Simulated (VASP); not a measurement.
Runs of VASP 6.6.1 on Ga. The structure is that of space group Cmce (No. 64), or close to it. The cells are those of the table. 

```csv
task,cell,gap on the mesh (eV),pressure (GPa),largest force (eV/Å)
single point,"a = 4.468, b = 4.468, c = 4.547 Å, angles 90.0, 90.0, 118.9°, 4 atoms",none,-2.2,0.42
single point,"a = 4.423, b = 4.423, c = 4.502 Å, angles 90.0, 90.0, 118.9°, 4 atoms",none,-0.6,0.44
single point,"a = 4.453, b = 4.453, c = 4.532 Å, angles 90.0, 90.0, 118.9°, 4 atoms",none,(a),0.43
electric field gradients,"a = 4.438, b = 4.438, c = 4.426 Å, angles 90.0, 90.0, 118.9°, 4 atoms",none,0.0,0.38
electric field gradients,"a = 4.438, b = 4.438, c = 4.472 Å, angles 90.0, 90.0, 118.9°, 4 atoms",none,-0.6,0.41
```

Alike in all rows: level PBEsol; potentials or basis VASP PAW PBE potentials, release 64 (Ga_d); no spin polarisation; k mesh 9 × 9 × 8; cutoff (eV) 520; smearing fermi-dirac 0.05 eV.

Question: Estimate the missing entries.

Answer: (a) -1.7.

Caveats: the PAW data sets were made with another functional, which shifts forces and pressure a little.

A k mesh can miss the band edges, and the runs leave out spin-orbit coupling on Ga.

A gap of «none» marks levels without a gap at the run's occupations.
